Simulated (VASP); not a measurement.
# TlCl (Pm-3m) in VASP: single point with PBE

Aim: the single point of TlCl with PBE.

Everything below comes from runs of VASP 6.6.1. Logs are shortened: lines on timing, memory, paths and dates and some standing lists are left out, and cuts for length are marked.

## 1. The cell of the first run

It takes space group Pm-3m (No. 221, cubic). The conventional cell has a = 3.837 Å, b = 3.837 Å, c = 3.837 Å, α = 90.00°, β = 90.00°, γ = 90.00°. Within 4.4 Å of Tl (site symmetry m-3m) lie 8 Cl at 3.32 Å and 6 Tl at 3.84 Å. Cl (site symmetry m-3m) has 8 Tl at 3.32 Å and 6 Cl at 3.84 Å within 4.4 Å.

## 2. Single point, PBE

File INCAR:

```
SYSTEM = TlCl
PREC = Accurate
ENCUT = 500
EDIFF = 1E-6
ISMEAR = -1
SIGMA = 0.1
LREAL = .FALSE.
LASPH = .TRUE.
NELM = 120
ALGO = Normal
ISIF = 2
LWAVE = .FALSE.
LCHARG = .TRUE.
GGA = PE
LELF = .TRUE.
LVHAR = .TRUE.
NBANDS = 17
GGA_COMPAT = .FALSE.
```

File KPOINTS:

```
Automatic mesh
0
G
  7 7 7
  0 0 0
```

File POSCAR:

```
TlCl
1.0
    3.8373600000      0.0000000000      0.0000000000
    0.0000000000      3.8373600000      0.0000000000
    0.0000000000      0.0000000000      3.8373600000
Tl Cl
1 1
Direct
    0.0000000000      0.0000000000      0.0000000000
    0.5000000000      0.5000000000      0.5000000000
```

Potentials or basis: VASP PAW PBE potentials, release 64 (Tl_d, Cl).

The run is started by

```
$ cat potpaw_PBE.64/Tl_d/POTCAR potpaw_PBE.64/Cl/POTCAR > POTCAR
$ mpirun -np 1 vasp_std > vasp.out
```

OUTCAR:

```text
SYSTEM = TlCl
   PREC = Accurate
   ENCUT = 500
   EDIFF = 1E-6
   ISMEAR = -1
   LREAL = .FALSE.
   LASPH = .TRUE.
   NELM = 120
   ISIF = 2
   GGA = PE

 ion  position               nearest neighbor table
   1  0.000  0.000  0.000-   2 3.32   2 3.32   2 3.32   2 3.32   2 3.32   2 3.32   2 3.32   2 3.32

   2  0.500  0.500  0.500-   1 3.32   1 3.32   1 3.32   1 3.32   1 3.32   1 3.32   1 3.32   1 3.32

  LATTYP: Found a simple cubic cell.
 ALAT       =     3.8373600000

  Lattice vectors:

 A1 = (   3.8373600000,   0.0000000000,   0.0000000000)
 A2 = (   0.0000000000,   3.8373600000,   0.0000000000)
 A3 = (   0.0000000000,   0.0000000000,   3.8373600000)

Analysis of symmetry for initial positions (statically):
=====================================================================
 Subroutine PRICEL returns:
 Original cell was already a primitive cell.

 Routine SETGRP: Setting up the symmetry group for a
 simple cubic supercell.

 Subroutine GETGRP returns: Found 48 space group operations
 (whereof 48 operations were pure point group operations)
 out of a pool of 48 trial point group operations.

The static configuration has the point symmetry O_h .

Analysis of symmetry for dynamics (positions and initial velocities):
=====================================================================
 Subroutine PRICEL returns:
 Original cell was already a primitive cell.

 Routine SETGRP: Setting up the symmetry group for a
 simple cubic supercell.

 Subroutine GETGRP returns: Found 48 space group operations
 (whereof 48 operations were pure point group operations)
 out of a pool of 48 trial point group operations.

The dynamic configuration has the point symmetry O_h .

 Subroutine INISYM returns: Found 48 space group operations
 (whereof 48 operations are pure point group operations),
 and found     1 'primitive' translations

----------------------------------------------------------------------------------------

                                     Primitive cell

  volume of cell :      56.5064

  direct lattice vectors                    reciprocal lattice vectors
     3.837360000  0.000000000  0.000000000     0.260595826  0.000000000  0.000000000
     0.000000000  3.837360000  0.000000000     0.000000000  0.260595826  0.000000000
     0.000000000  0.000000000  3.837360000     0.000000000  0.000000000  0.260595826

  length of vectors
     3.837360000  3.837360000  3.837360000     0.260595826  0.260595826  0.260595826

  position of ions in fractional coordinates (direct lattice)
     0.000000000  0.000000000  0.000000000
     0.500000000  0.500000000  0.500000000

  ion indices of the primitive-cell ions
   primitive index   ion index
                 1           1
                 2           2

----------------------------------------------------------------------------------------

 KPOINTS: Automatic mesh

Automatic generation of k-mesh.
 Grid dimensions read from file:
 generate k-points for:    7    7    7

 Generating k-lattice:

  Cartesian coordinates                     Fractional coordinates (reciprocal lattice)
     0.037227975  0.000000000  0.000000000     0.142857143  0.000000000  0.000000000
     0.000000000  0.037227975  0.000000000     0.000000000  0.142857143  0.000000000
     0.000000000  0.000000000  0.037227975     0.000000000  0.000000000  0.142857143

  Length of vectors
     0.037227975  0.037227975  0.037227975

  Shift w.r.t. Gamma in fractional coordinates (k-lattice)
     0.000000000  0.000000000  0.000000000

 Subroutine IBZKPT returns following result:
 ===========================================

 Found     20 irreducible k-points:

 Following reciprocal coordinates:
            Coordinates               Weight
  0.000000  0.000000  0.000000      1.000000
  0.142857  0.000000  0.000000      6.000000
  0.285714  0.000000  0.000000      6.000000
  0.428571  0.000000  0.000000      6.000000
  0.142857  0.142857  0.000000     12.000000
  0.285714  0.142857  0.000000     24.000000
[... 12 lines left out ...]
  0.428571  0.428571  0.285714     24.000000
  0.428571  0.428571  0.428571      8.000000
   k-points           NKPTS =     20   k-points in BZ     NKDIM =     20   number of bands    NBANDS=     17
   number of dos      NEDOS =    301   number of ions     NIONS =      2
   total plane-waves  NPLWV =  21952
   dimension x,y,z NGX =    28 NGY =   28 NGZ =   28
   dimension x,y,z NGXF=    56 NGYF=   56 NGZF=   56
   ions per type =               1   1
   NGX,Y,Z   is equivalent  to a cutoff of  12.13, 12.13, 12.13 a.u.
   NGXF,Y,Z  is equivalent  to a cutoff of  24.26, 24.26, 24.26 a.u.
 SYSTEM =  TlCl
   PREC   = accura    normal or accurate (medium, high low for compatibility)
   ISTART =      0    job   : 0-new  1-cont  2-samecut
   ICHARG =      2    charge: 1-file 2-atom 10-const
   ISPIN  =      1    spin polarized calculation?
   LNONCOLLINEAR =      F non collinear calculations
   LSORBIT =      F    spin-orbit coupling
   LASPH  =      T    aspherical Exc in radial PAW
   ENCUT  =  500.0 eV  36.75 Ry    6.06 a.u.   7.00  7.00  7.00*2*pi/ulx,y,z
   NELM   =    120;   NELMIN=  2; NELMDL= -5     # of ELM steps
   EDIFF  = 0.1E-05   stopping-criterion for ELM
   LREAL  =      F    real-space projection
   EDIFFG = 0.1E-04   stopping-criterion for IOM
   NSW    =      0    number of steps for IOM
   IBRION =     -1    ionic relax: 0-MD 1-quasi-New 2-CG
   NFREE  =      0    steps in history (QN), initial steepest desc. (CG)
   ISIF   =      2    stress and relaxation
   ISYM   =      2    0-nonsym 1-usesym 2-fastsym
   POTIM  = 0.5000    time-step for ionic-motion
   TEBEG  =    0.0;   TEEND  =   0.0 temperature during run
   PSTRESS=    0.0 pullay stress
   NELECT =      20.0000    total number of electrons
   NUPDOWN=      -1.0000    fix difference up-down
   EMIN   =  10.00;   EMAX   =-10.00  energy-range for DOS
   EFERMI =   0.00;   METHOD = LEGACY
   ISMEAR =    -1;   SIGMA  =   0.10  broadening in eV -4-tet -1-fermi 0-gaus
   EFERMI_NEDOS =   21; number of points for ismear=-14 and -15
   IALGO  =     38    algorithm
   IMIX   =      4    mixing-type and parameters
     AMIX     =   0.40;   BMIX     =  1.00
     AMIX_MAG =   1.60;   BMIX_MAG =  1.00
  volume/ion in A,a.u.               =      28.25       190.66
  Fermi-wavevector in a.u.,A,eV,Ry     =   1.158028  2.188355 18.245796  1.341028
  Thomas-Fermi vector in A             =   2.294634
   LORBIT       =      0    0 simple, 1 ext, 2 COOP (PROOUT), +10 PAW based schemes
   GGA     = PE    functional components
   LHFCALC =     F    Hartree Fock is set to
   AEXX    =    0.0000 exact exchange contribution
   IVDW    =     0    specifies the selected vdW correction
   LEPSILON=     F    determine dielectric tensor
   LRPA    =     F    only Hartree local field effects (RPA)
 non-spin polarized calculation
  energy-cutoff  :      500.00
  volume of cell :       56.51
 maximum number of plane-waves:      1448
 NGX is ok and might be reduce to    28
   NGX = 13   NGY = 13   NGZ = 13

 number of electron      19.9999993 magnetization

 Free energy of the ion-electron system (eV)
  ---------------------------------------------------
  ext. energy  EPLUGINS =         0.00000000
  ---------------------------------------------------
  free energy    TOTEN  =        -6.00565929 eV

  energy without entropy =       -6.00565881  energy(sigma->0) =       -6.00565905

 E-fermi :   3.8285     XC(G=0):  -9.1258

 val. band max:        2.5165804463   @ k =   0.4286   0.0000   0.0000
 cond. band min:       5.0623966131   @ k =   0.4286   0.0000   0.0000
 fundamental gap:      2.5458161668
 Fermi energy:         3.8284767300

 k-point     1 :       0.0000    0.0000    0.0000
  band No.  band energies     occupation
      1     -11.0781      2.00000
      2      -7.2436      2.00000
      3      -7.2436      2.00000
      4      -7.0004      2.00000
      5      -7.0004      2.00000
      6      -7.0004      2.00000
[... 9 lines left out ...]
     16      15.1838      0.00000
     17      16.8921      0.00000

 k-point     2 :       0.1429    0.0000    0.0000
  band No.  band energies     occupation
      1     -11.0336      2.00000
      2      -7.2410      2.00000
      3      -7.2107      2.00000
      4      -7.0157      2.00000
      5      -7.0157      2.00000
      6      -6.9990      2.00000
[... 9 lines left out ...]
     16      16.2134      0.00000
     17      16.7116      0.00000

 k-point     3 :       0.2857    0.0000    0.0000
  band No.  band energies     occupation
      1     -10.9297      2.00000
      2      -7.2349      2.00000
      3      -7.1390      2.00000
      4      -7.0497      2.00000
      5      -7.0497      2.00000
      6      -6.9959      2.00000
[... 9 lines left out ...]
     16      15.5056      0.00000
     17      16.8672      0.00000

 k-point     4 :       0.4286    0.0000    0.0000
  band No.  band energies     occupation
      1     -10.8420      2.00000
      2      -7.2301      2.00000
      3      -7.0849      2.00000
      4      -7.0766      2.00000
      5      -7.0766      2.00000
      6      -6.9934      2.00000
[... 9 lines left out ...]
     16      15.8814      0.00000
     17      16.8457      0.00000
[... 263 lines left out ...]
      1     -10.6789      2.00000
      2      -7.1359      2.00000
      3      -7.0996      2.00000
      4      -7.0539      2.00000
      5      -7.0504      2.00000
      6      -6.9891      2.00000
[... 9 lines left out ...]
     16      14.5224      0.00000
     17      18.3779      0.00000

 k-point    19 :       0.4286    0.4286    0.2857
  band No.  band energies     occupation
      1     -10.6246      2.00000
      2      -7.1419      2.00000
      3      -7.1301      2.00000
      4      -7.0899      2.00000
      5      -7.0204      2.00000
      6      -6.9491      2.00000
[... 9 lines left out ...]
     16      14.8230      0.00000
     17      19.0161      0.00000

 k-point    20 :       0.4286    0.4286    0.4286
  band No.  band energies     occupation
      1     -10.5602      2.00000
      2      -7.1696      2.00000
      3      -7.1696      2.00000
      4      -7.1450      2.00000
      5      -6.9474      2.00000
      6      -6.9474      2.00000
[... 9 lines left out ...]
     16      15.1735      0.00000
     17      19.8381      0.00000

------------------------ aborting loop because EDIFF is reached ----------------------------------------

  FORCE on cell =-STRESS in cart. coord.  units (eV):
  Direction    XX          YY          ZZ          XY          YZ          ZX
  --------------------------------------------------------------------------------------
  -------------------------------------------------------------------------------------
  Total        0.4019718      0.4019718      0.4019718      0.0000000      0.0000000     -0.0000000
  in kB       11.3974712     11.3974712     11.3974712      0.0000000      0.0000000     -0.0000000
  external PRESSURE =      11.3974712 kB  Pullay stress =       0.0000000 kB

 VOLUME and BASIS-vectors are now :
 -----------------------------------------------------------------------------
  energy-cutoff  :      500.00
  volume of cell :       56.51
      direct lattice vectors                 reciprocal lattice vectors
     3.837360000  0.000000000  0.000000000     0.260595826  0.000000000  0.000000000
     0.000000000  3.837360000  0.000000000     0.000000000  0.260595826  0.000000000
     0.000000000  0.000000000  3.837360000     0.000000000  0.000000000  0.260595826

 POSITION                                       TOTAL-FORCE (eV/Angst)
 -----------------------------------------------------------------------------------
      0.00000      0.00000      0.00000         0.000000      0.000000      0.000000
      1.91868      1.91868      1.91868         0.000000      0.000000      0.000000
 -----------------------------------------------------------------------------------
    total drift:                               -0.000000      0.000000      0.000000

  FREE ENERGIE OF THE ION-ELECTRON SYSTEM (eV)
  ---------------------------------------------------
  free  energy   TOTEN  =        -6.0056592931 eV

  energy  without entropy=       -6.0056588087  energy(sigma->0) =       -6.00565905
```

Wall time 10 s (1 thread of Intel Xeon Platinum 8375C at 2.90GHz (Ice Lake), shared host); peak memory 0.16 GiB.

What came out:

* Free energy: -6.0057 eV
* Pressure: 1.1 GPa
* Band gap on the k mesh: 2.55 eV

Levels at points of the mesh, in eV from the valence-band top:
| k point | band 8 | band 9 | band 10 | band 11 | band 12 | band 13 |
| --- | --- | --- | --- | --- | --- | --- |
| (0.00, 0.00, 0.00) | -1.34 | -1.34 | -1.34 | 7.98 | 7.98 | 7.98 |

Caveat: spin-orbit coupling is left out, which moves the levels of the heavy elements; an odd mesh through Γ misses points on the zone boundary, where band edges can lie.
